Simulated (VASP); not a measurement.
# SiC (zincblende type) (F-43m) in VASP: notebook

Runs on SiC (zincblende type). Level: PBE. Tasks: electric field gradients.

All numbers are computed with VASP 6.6.1; they aren't measurements. Logs are shortened: lines on timing, memory, paths and dates and some standing lists are left out, and cuts for length are marked.

## (1) The cell of the first run

It takes space group F-43m (No. 216, cubic). Conventional cell: a = 4.409 Å, b = 4.409 Å, c = 4.409 Å, α = 90.00°, β = 90.00°, γ = 90.00°. Si (site symmetry -43m) has 4 C at 1.91 Å within 2.5 Å. C (site symmetry -43m) has 4 Si at 1.91 Å within 2.5 Å.

## (2) Electric field gradients, PBE (10.71 Å³/atom)

INCAR reads:

```
ALGO     = Normal         # electronic algorithm
EDIFF    = 1E-8           # SCF threshold, eV
ENCUT    = 520            # plane-wave cutoff, eV
GGA      = PE             # functional
ISIF     = 2              # what is computed and relaxed
ISMEAR   = -1             # smearing method
LASPH    = True           # aspherical terms in the spheres
LCHARG   = False          # write CHGCAR
LEFG     = True         
LREAL    = False          # projectors in reciprocal space
LWAVE    = False          # write WAVECAR
NBANDS   = 11             # bands
NELM     = 100            # most SCF steps
PREC     = Accurate       # precision mode
SIGMA    = 0.08           # smearing width, eV
```

KPOINTS reads:

```
k-points
0
Gamma
  16 16 16
```

POSCAR reads:

```
SiC
1.0
    0.0000000000      2.2043754556      2.2043754556
    2.2043754556      0.0000000000      2.2043754556
    2.2043754556      2.2043754556      0.0000000000
Si C
1 1
Direct
    0.0000000000      0.0000000000      0.0000000000
    0.2500000000      0.2500000000      0.2500000000
```

Potentials or basis: VASP PAW PBE potentials, release 64 (Si, C).

On the command line:

```sh
> cat potpaw_PBE.64/Si/POTCAR potpaw_PBE.64/C/POTCAR > POTCAR
> mpirun -np 1 vasp_std > vasp.out
```

OUTCAR:

```text
EDIFF = 1E-8
   ENCUT = 520
   GGA = PE
   ISIF = 2
   ISMEAR = -1
   LASPH = True
   LREAL = False
   NELM = 100
   PREC = Accurate

 ion  position               nearest neighbor table
   1  0.000  0.000  0.000-   2 1.91   2 1.91   2 1.91   2 1.91
   2  0.250  0.250  0.250-   1 1.91   1 1.91   1 1.91   1 1.91

  LATTYP: Found a face centered cubic cell.
 ALAT       =     4.4087509112

  Lattice vectors:

 A1 = (   0.0000000000,   2.2043754556,   2.2043754556)
 A2 = (   2.2043754556,   0.0000000000,   2.2043754556)
 A3 = (   2.2043754556,   2.2043754556,   0.0000000000)

Analysis of symmetry for initial positions (statically):
=====================================================================
 Subroutine PRICEL returns:
 Original cell was already a primitive cell.

 Routine SETGRP: Setting up the symmetry group for a
 face centered cubic supercell.

 Subroutine GETGRP returns: Found 24 space group operations
 (whereof 24 operations were pure point group operations)
 out of a pool of 48 trial point group operations.

The static configuration has the point symmetry T_d .

Analysis of symmetry for dynamics (positions and initial velocities):
=====================================================================
 Subroutine PRICEL returns:
 Original cell was already a primitive cell.

 Routine SETGRP: Setting up the symmetry group for a
 face centered cubic supercell.

 Subroutine GETGRP returns: Found 24 space group operations
 (whereof 24 operations were pure point group operations)
 out of a pool of 48 trial point group operations.

The dynamic configuration has the point symmetry T_d .

 Subroutine INISYM returns: Found 24 space group operations
 (whereof 24 operations are pure point group operations),
 and found     1 'primitive' translations

----------------------------------------------------------------------------------------

                                     Primitive cell

  volume of cell :      21.4233

  direct lattice vectors                    reciprocal lattice vectors
     0.000000000  2.204375456  2.204375456    -0.226821615  0.226821615  0.226821615
     2.204375456  0.000000000  2.204375456     0.226821615 -0.226821615  0.226821615
     2.204375456  2.204375456  0.000000000     0.226821615  0.226821615 -0.226821615

  length of vectors
     3.117457666  3.117457666  3.117457666     0.392866561  0.392866561  0.392866561

  position of ions in fractional coordinates (direct lattice)
     0.000000000  0.000000000  0.000000000
     0.250000000  0.250000000  0.250000000

  ion indices of the primitive-cell ions
   primitive index   ion index
                 1           1
                 2           2

----------------------------------------------------------------------------------------

 KPOINTS: k-points

Automatic generation of k-mesh.
 Grid dimensions read from file:
 generate k-points for:   16   16   16

 Generating k-lattice:

  Cartesian coordinates                     Fractional coordinates (reciprocal lattice)
    -0.014176351  0.014176351  0.014176351     0.062500000  0.000000000  0.000000000
     0.014176351 -0.014176351  0.014176351     0.000000000  0.062500000  0.000000000
     0.014176351  0.014176351 -0.014176351     0.000000000  0.000000000  0.062500000

  Length of vectors
     0.024554160  0.024554160  0.024554160

  Shift w.r.t. Gamma in fractional coordinates (k-lattice)
     0.000000000  0.000000000  0.000000000

 Subroutine IBZKPT returns following result:
 ===========================================

 Found    145 irreducible k-points:

 Following reciprocal coordinates:
            Coordinates               Weight
  0.000000  0.000000  0.000000      1.000000
  0.062500  0.000000  0.000000      8.000000
  0.125000  0.000000  0.000000      8.000000
  0.187500  0.000000  0.000000      8.000000
  0.250000  0.000000  0.000000      8.000000
  0.312500  0.000000  0.000000      8.000000
[... 16 lines left out ...]
 -0.125000  0.062500  0.000000     24.000000
 -0.062500  0.062500  0.000000     12.000000
 [... further k-points ...]
   k-points           NKPTS =    145   k-points in BZ     NKDIM =    145   number of bands    NBANDS=     11
   number of dos      NEDOS =    301   number of ions     NIONS =      2
   total plane-waves  NPLWV =  13824
   dimension x,y,z NGX =    24 NGY =   24 NGZ =   24
   dimension x,y,z NGXF=    48 NGYF=   48 NGZF=   48
   ions per type =               1   1
   NGX,Y,Z   is equivalent  to a cutoff of  12.80, 12.80, 12.80 a.u.
   NGXF,Y,Z  is equivalent  to a cutoff of  25.60, 25.60, 25.60 a.u.
 SYSTEM =  unknown system
   PREC   = accura    normal or accurate (medium, high low for compatibility)
   ISTART =      0    job   : 0-new  1-cont  2-samecut
   ICHARG =      2    charge: 1-file 2-atom 10-const
   ISPIN  =      1    spin polarized calculation?
   LNONCOLLINEAR =      F non collinear calculations
   LSORBIT =      F    spin-orbit coupling
   LASPH  =      T    aspherical Exc in radial PAW
   ENCUT  =  520.0 eV  38.22 Ry    6.18 a.u.   5.80  5.80  5.80*2*pi/ulx,y,z
   NELM   =    100;   NELMIN=  2; NELMDL= -5     # of ELM steps
   EDIFF  = 0.1E-07   stopping-criterion for ELM
   LREAL  =      F    real-space projection
   EDIFFG = 0.1E-06   stopping-criterion for IOM
   NSW    =      0    number of steps for IOM
   IBRION =     -1    ionic relax: 0-MD 1-quasi-New 2-CG
   NFREE  =      0    steps in history (QN), initial steepest desc. (CG)
   ISIF   =      2    stress and relaxation
   ISYM   =      2    0-nonsym 1-usesym 2-fastsym
   POTIM  = 0.5000    time-step for ionic-motion
   TEBEG  =    0.0;   TEEND  =   0.0 temperature during run
   PSTRESS=    0.0 pullay stress
   NELECT =       8.0000    total number of electrons
   NUPDOWN=      -1.0000    fix difference up-down
   EMIN   =  10.00;   EMAX   =-10.00  energy-range for DOS
   EFERMI =   0.00;   METHOD = LEGACY
   ISMEAR =    -1;   SIGMA  =   0.08  broadening in eV -4-tet -1-fermi 0-gaus
   EFERMI_NEDOS =   21; number of points for ismear=-14 and -15
   IALGO  =     38    algorithm
   IMIX   =      4    mixing-type and parameters
     AMIX     =   0.40;   BMIX     =  1.00
     AMIX_MAG =   1.60;   BMIX_MAG =  1.00
  volume/ion in A,a.u.               =      10.71        72.29
  Fermi-wavevector in a.u.,A,eV,Ry     =   1.178897  2.227793 18.909357  1.389799
  Thomas-Fermi vector in A             =   2.315218
   LORBIT       =      0    0 simple, 1 ext, 2 COOP (PROOUT), +10 PAW based schemes
   GGA     = PE    functional components
   LHFCALC =     F    Hartree Fock is set to
   AEXX    =    0.0000 exact exchange contribution
   IVDW    =     0    specifies the selected vdW correction
   LEPSILON=     F    determine dielectric tensor
   LRPA    =     F    only Hartree local field effects (RPA)
 non-spin polarized calculation
  energy-cutoff  :      520.00
  volume of cell :       21.42
 maximum number of plane-waves:       589
   NGX = 11   NGY = 11   NGZ = 11

 number of electron       8.0000001 magnetization

 Free energy of the ion-electron system (eV)
  ---------------------------------------------------
  ext. energy  EPLUGINS =         0.00000000
  ---------------------------------------------------
  free energy    TOTEN  =       -15.05557880 eV

  energy without entropy =      -15.05557703  energy(sigma->0) =      -15.05557792

 E-fermi :   8.4972     XC(G=0): -11.2051

 val. band max:        7.7216944522   @ k =   0.0000   0.0000   0.0000
 cond. band min:       9.1101578395   @ k =   0.5000   0.5000   0.0000
 fundamental gap:      1.3884633873
 Fermi energy:         8.4972291802

 k-point     1 :       0.0000    0.0000    0.0000
  band No.  band energies     occupation
      1      -7.4115      2.00000
      2       7.7217      1.99988
      3       7.7217      1.99988
      4       7.7217      1.99988
      5      13.5498      0.00000
      6      14.7920      0.00000
      7      14.7920      0.00000
      8      14.7920      0.00000
      9      22.0275      0.00000
     10      22.0275      0.00000
     11      23.6701      0.00000
[... 309 lines left out ...]
 k-point    24 :      -0.0625    0.0625    0.0000
  band No.  band energies     occupation
      1      -7.2136      2.00000
      2       6.8114      2.00000
      3       7.3231      2.00000
      4       7.6968      1.99991
      5      13.9762      0.00000
      6      14.7205      0.00000
      7      14.9155      0.00000
      8      15.3857      0.00000
      9      20.6384      0.00000
     10      21.4595      0.00000
     11      24.1880      0.00000

 [... further k-points ...]

------------------------ aborting loop because EDIFF is reached ----------------------------------------

  FORCE on cell =-STRESS in cart. coord.  units (eV):
  Direction    XX          YY          ZZ          XY          YZ          ZX
  --------------------------------------------------------------------------------------
  -------------------------------------------------------------------------------------
  Total       -0.5474145     -0.5474145     -0.5474145      0.0000000     -0.0000000     -0.0000000
  in kB      -40.9392787    -40.9392787    -40.9392787      0.0000000     -0.0000000     -0.0000000
  external PRESSURE =     -40.9392787 kB  Pullay stress =       0.0000000 kB

 VOLUME and BASIS-vectors are now :
 -----------------------------------------------------------------------------
  energy-cutoff  :      520.00
  volume of cell :       21.42
      direct lattice vectors                 reciprocal lattice vectors
     0.000000000  2.204375456  2.204375456    -0.226821615  0.226821615  0.226821615
     2.204375456  0.000000000  2.204375456     0.226821615 -0.226821615  0.226821615
     2.204375456  2.204375456  0.000000000     0.226821615  0.226821615 -0.226821615

 POSITION                                       TOTAL-FORCE (eV/Angst)
 -----------------------------------------------------------------------------------
      0.00000      0.00000      0.00000         0.000000      0.000000      0.000000
      1.10219      1.10219      1.10219        -0.000000      0.000000      0.000000
 -----------------------------------------------------------------------------------
    total drift:                                0.000000      0.000000      0.000000

  FREE ENERGIE OF THE ION-ELECTRON SYSTEM (eV)
  ---------------------------------------------------
  free  energy   TOTEN  =       -15.0555788026 eV

  energy  without entropy=      -15.0555770332  energy(sigma->0) =      -15.05557792

 Electric field gradients (V/A^2)
---------------------------------------------------------------------
 ion       V_xx      V_yy      V_zz      V_xy      V_xz      V_yz
---------------------------------------------------------------------
   1      -0.000     0.000     0.000     0.000     0.000     0.000
   2      -0.000    -0.000    -0.000     0.000     0.000     0.000
---------------------------------------------------------------------

 Electric field gradients after diagonalization (V/A^2)
 (convention: |V_zz| > |V_xx| > |V_yy|)
----------------------------------------------------------------------
 ion       V_xx      V_yy      V_zz     asymmetry (V_yy - V_xx)/ V_zz
----------------------------------------------------------------------
   1      -0.000    -0.000     0.000       0.000
   2      -0.000    -0.000     0.001       0.000
----------------------------------------------------------------------

           NMR quadrupolar parameters

 Cq : quadrupolar parameter    Cq=e*Q*V_zz/h
 eta: asymmetry parameters     (V_yy - V_xx)/ V_zz
 Q  : nuclear electric quadrupole moment in mb (millibarn)
----------------------------------------------------------------------
 ion       Cq(MHz)       eta       Q (mb)
----------------------------------------------------------------------
   1       0.000       0.000       1.000
   2       0.000       0.000       1.000
----------------------------------------------------------------------
```

Run time: 14 s. Hardware: 1 thread of Intel Xeon 6975P-C (Granite Rapids), shared host; peak memory 0.15 GiB.

What came out:

```yaml
Free_energy: -15.0556 eV
Pressure: -4.1 GPa
Band_gap_on_the_k_mesh: 1.39 eV (least direct gap 4.51 eV)
Largest_electric_field_gradient_by_atom: zero within the noise of the run
```

Caveat: the cell stands under tension. A k mesh can miss the band edges.

(Continued in part 2 of 2.)
